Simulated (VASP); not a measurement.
# PbO2 (Fm-3m) in VASP: a series of runs, part 2 of 2

VASP 6.6.1.

### 4 Single point, PBE

The input, INCAR:

```
  PREC = Accurate
  ENCUT = 520
  EDIFF = 1E-6
  ISMEAR = 0
  SIGMA = 0.020999999999999998
  LREAL = F
  LASPH = T
  NELM = 60
  ALGO = Normal
  ISIF = 2
  LWAVE = F
  LCHARG = T
  GGA = PE
  LELF = T
  LVHAR = T
  NBANDS = 20
```

The input, KPOINTS:

```
regular mesh
0
Gamma
  9 9 9
```

The input, POSCAR:

```
PbO2
1.0
    0.0000000000      2.7019920000      2.7019920000
    2.7019920000      0.0000000000      2.7019920000
    2.7019920000      2.7019920000      0.0000000000
Pb O
1 2
Direct
    0.0000000000      0.0000000000      0.0000000000
    0.7500000000      0.7500000000      0.7500000000
    0.2500000000      0.2500000000      0.2500000000
```

Potentials or basis: VASP PAW PBE potentials, release 64 (Pb_d, O).

Started as:

```sh
cat potpaw_PBE.64/Pb_d/POTCAR potpaw_PBE.64/O/POTCAR > POTCAR
mpirun -np 1 vasp_std > vasp.out
```

OUTCAR:

```text
PREC = Accurate
   ENCUT = 520
   EDIFF = 1E-6
   ISMEAR = 0
   LREAL = F
   LASPH = T
   NELM = 60
   ISIF = 2
   GGA = PE

 ion  position               nearest neighbor table
   1  0.000  0.000  0.000-   2 2.34   2 2.34   2 2.34   3 2.34   3 2.34   3 2.34   3 2.34   2 2.34

   2  0.750  0.750  0.750-   1 2.34   1 2.34   1 2.34   1 2.34
   3  0.250  0.250  0.250-   1 2.34   1 2.34   1 2.34   1 2.34

  LATTYP: Found a face centered cubic cell.
 ALAT       =     5.4039840000
[... 745 lines left out ...]

  FORCE on cell =-STRESS in cart. coord.  units (eV):
  Direction    XX          YY          ZZ          XY          YZ          ZX
  --------------------------------------------------------------------------------------
  -------------------------------------------------------------------------------------
  Total        0.1430666      0.1430666      0.1430666      0.0000000      0.0000000      0.0000000
  in kB        5.8098716      5.8098716      5.8098716      0.0000000      0.0000000      0.0000000
  external PRESSURE =       5.8098716 kB  Pullay stress =       0.0000000 kB

 VOLUME and BASIS-vectors are now :
 -----------------------------------------------------------------------------
  energy-cutoff  :      520.00
  volume of cell :       39.45
      direct lattice vectors                 reciprocal lattice vectors
     0.000000000  2.701992000  2.701992000    -0.185048660  0.185048660  0.185048660
     2.701992000  0.000000000  2.701992000     0.185048660 -0.185048660  0.185048660
     2.701992000  2.701992000  0.000000000     0.185048660  0.185048660 -0.185048660

 POSITION                                       TOTAL-FORCE (eV/Angst)
 -----------------------------------------------------------------------------------
      0.00000      0.00000      0.00000        -0.000000     -0.000000     -0.000000
      4.05299      4.05299      4.05299         0.000000      0.000000      0.000000
      1.35100      1.35100      1.35100        -0.000000     -0.000000      0.000000
 -----------------------------------------------------------------------------------
    total drift:                                0.000000      0.000000      0.000000

  FREE ENERGIE OF THE ION-ELECTRON SYSTEM (eV)
  ---------------------------------------------------
  free  energy   TOTEN  =       -15.6103856809 eV

  energy  without entropy=      -15.6099744541  energy(sigma->0) =      -15.61018007
```

OSZICAR:

```text
N       E                     dE             d eps       ncg     rms          rms(c)
DAV:   1     0.260065019462E+03    0.26007E+03   -0.13638E+04  1432   0.156E+03
DAV:   2     0.526855953410E+01   -0.25480E+03   -0.24213E+03  1496   0.421E+02
DAV:   3    -0.176702662283E+02   -0.22939E+02   -0.22509E+02  1668   0.130E+02
DAV:   4    -0.183288078881E+02   -0.65854E+00   -0.65754E+00  1572   0.224E+01
DAV:   5    -0.183472404910E+02   -0.18433E-01   -0.18431E-01  1856   0.396E+00    0.956E+00
DAV:   6    -0.156343155261E+02    0.27129E+01   -0.11355E+01  2104   0.411E+01    0.301E+00
DAV:   7    -0.156181416146E+02    0.16174E-01   -0.56806E-01  1556   0.811E+00    0.171E+00
DAV:   8    -0.156206596550E+02   -0.25180E-02   -0.17669E-01  1536   0.408E+00    0.855E-01
DAV:   9    -0.156096548968E+02    0.11005E-01   -0.29847E-02  2016   0.205E+00    0.167E-01
DAV:  10    -0.156103913636E+02   -0.73647E-03   -0.54647E-03  1476   0.506E-01    0.801E-02
DAV:  11    -0.156103852037E+02    0.61599E-05   -0.19407E-04  1664   0.111E-01    0.342E-02
DAV:  12    -0.156103861099E+02   -0.90618E-06   -0.40781E-05  1564   0.481E-02    0.118E-02
DAV:  13    -0.156103856809E+02    0.42901E-06   -0.84705E-06  1588   0.227E-02
   1 F= -.15610386E+02 E0= -.15610180E+02  d E =-.411227E-03
```

It took 42 s on 1 thread of AMD EPYC 7R13, shared host; peak memory 0.14 GiB.

Results:

```yaml
Free_energy: -15.6104 eV
Pressure: 0.6 GPa
Band_gap_on_the_k_mesh: zero (band 13 reaches 5.58 eV, above the bottom of band 14 at 4.43 eV)
```

Caveat: spin-orbit coupling is left out, which moves the levels of the heavy elements.

### 5 Single point, PBE

The input, INCAR:

```
SYSTEM = PbO2
PREC = Accurate
ENCUT = 520
EDIFF = 1E-7
ISMEAR = 0
SIGMA = 0.022
LREAL = .False.
LASPH = .True.
NELM = 60
ALGO = Normal
ISIF = 2
LWAVE = .False.
LCHARG = .False.
GGA = PE
NBANDS = 20
```

The input, KPOINTS:

```
regular mesh
0
Gamma
  9 9 9
  0 0 0
```

POSCAR is that of step 4.

Potentials or basis: VASP PAW PBE potentials, release 64 (Pb_d, O).

Started as:

```sh
cat potpaw_PBE.64/Pb_d/POTCAR potpaw_PBE.64/O/POTCAR > POTCAR
mpirun -np 1 vasp_std > vasp.out
```

OUTCAR:

```text
SYSTEM = PbO2
   PREC = Accurate
   ENCUT = 520
   EDIFF = 1E-7
   ISMEAR = 0
   LREAL = .False.
   LASPH = .True.
   NELM = 60
   ISIF = 2
   GGA = PE

 ion  position               nearest neighbor table
   1  0.000  0.000  0.000-   2 2.34   2 2.34   2 2.34   3 2.34   3 2.34   3 2.34   3 2.34   2 2.34

   2  0.750  0.750  0.750-   1 2.34   1 2.34   1 2.34   1 2.34
   3  0.250  0.250  0.250-   1 2.34   1 2.34   1 2.34   1 2.34

  LATTYP: Found a face centered cubic cell.
 ALAT       =     5.4039840000

  Lattice vectors:

[... 194 lines left out ...]
      6      -9.8167      2.00000
[... 541 lines left out ...]
     19      21.8012      0.00000
     20      22.5640      0.00000

 [... further k-points ...]
[... 5 lines left out ...]
  --------------------------------------------------------------------------------------
  -------------------------------------------------------------------------------------
  Total        0.1438524      0.1438524      0.1438524      0.0000000     -0.0000000      0.0000000
  in kB        5.8417837      5.8417837      5.8417837      0.0000000     -0.0000000      0.0000000
  external PRESSURE =       5.8417837 kB  Pullay stress =       0.0000000 kB

 VOLUME and BASIS-vectors are now :
 -----------------------------------------------------------------------------
  energy-cutoff  :      520.00
  volume of cell :       39.45
      direct lattice vectors                 reciprocal lattice vectors
     0.000000000  2.701992000  2.701992000    -0.185048660  0.185048660  0.185048660
     2.701992000  0.000000000  2.701992000     0.185048660 -0.185048660  0.185048660
     2.701992000  2.701992000  0.000000000     0.185048660  0.185048660 -0.185048660

 POSITION                                       TOTAL-FORCE (eV/Angst)
 -----------------------------------------------------------------------------------
      0.00000      0.00000      0.00000         0.000000     -0.000000      0.000000
      4.05299      4.05299      4.05299        -0.000000      0.000000      0.000000
      1.35100      1.35100      1.35100        -0.000000     -0.000000     -0.000000
 -----------------------------------------------------------------------------------
    total drift:                                0.000000      0.000000      0.000000

  FREE ENERGIE OF THE ION-ELECTRON SYSTEM (eV)
  ---------------------------------------------------
  free  energy   TOTEN  =       -15.6104055285 eV

  energy  without entropy=      -15.6099623673  energy(sigma->0) =      -15.61018395
```

stdout:

```text
POSCAR found type information on POSCAR PbO
 POSCAR found :  2 types and       3 ions
 scaLAPACK will be used
 LDA part: xc-table for (Slater+PW92), standard interpolation
 POSCAR, INCAR and KPOINTS ok, starting setup
 FFT: planning ... GRIDC
 FFT: planning ... GRID_SOFT
 FFT: planning ... GRID
 WAVECAR not read
 entering main loop
```

Run time: 38 s. Hardware: 1 thread of AMD EPYC 7R13, shared host; peak memory 0.14 GiB.

Results:

```yaml
Free_energy: -15.6104 eV
Pressure: 0.6 GPa
Band_gap_on_the_k_mesh: zero (band 13 reaches 5.58 eV, above the bottom of band 14 at 4.43 eV)
```

Levels at points of the mesh, in eV from the Fermi level:
```
           k point  band 11  band 12  band 13  band 14  band 15  band 16
(0.00, 0.00, 0.00)    -1.91    -1.14    -1.14    -1.14     7.05     7.05
```

Caveat: spin-orbit coupling is left out, which moves the levels of the heavy elements.

### 6 Single point, PBE

The input, INCAR:

```
ALGO = Normal
EDIFF = 1E-7
ENCUT = 520
GGA = PE
ISIF = 2
ISMEAR = 0
LASPH = T
LCHARG = F
LREAL = F
LWAVE = F
NBANDS = 20
NELM = 80
PREC = Accurate
SIGMA = 0.024
```

The input, KPOINTS:

```
k-points
0
Gamma
  9 9 9
```

POSCAR is that of step 5.

Potentials or basis: VASP PAW PBE potentials, release 64 (Pb_d, O).

Started as:

```sh
cat potpaw_PBE.64/Pb_d/POTCAR potpaw_PBE.64/O/POTCAR > POTCAR
mpirun -np 1 vasp_std > vasp.out
```

It took 38 s on 1 thread of AMD EPYC 7R13, shared host; peak memory 0.14 GiB.

Results (log left out):

```
Free energy            : -15.6104 eV
Pressure               : 0.6 GPa
Band gap on the k mesh : zero (band 13 reaches 5.58 eV, above the bottom of band 14 at 4.43 eV)
```

Levels at points of the mesh, in eV from the Fermi level:
```
           k point  band 9  band 10  band 11  band 12  band 13  band 14  band 15  band 16  band 17  band 18
(0.00, 0.00, 0.00)   -1.91    -1.91    -1.91    -1.14    -1.14    -1.14     7.05     7.05     7.05    11.84
```

Caveat: spin-orbit coupling is left out, which moves the levels of the heavy elements.

### 7 Summary

| smearing | gap on the mesh (eV) | pressure (GPa) |
| --- | --- | --- |
| gaussian 0.016 eV | none | 0.6 |
| gaussian 0.019 eV | none | 0.6 |
| gaussian 0.021 eV | none | 0.6 |
| gaussian 0.022 eV | none | 0.6 |
| gaussian 0.024 eV | none | 0.6 |

Alike in all rows: task single point; level PBE; potentials or basis VASP PAW PBE potentials, release 64 (Pb_d, O); no spin polarisation; cell as given; k mesh 9 × 9 × 9; cutoff (eV) 520.

Every run on the cell as given and a fine mesh finds a metal.

Caveats: spin-orbit coupling is left out, which moves the levels of the heavy elements.

Absolute energies hang on the potentials; compare differences alone.
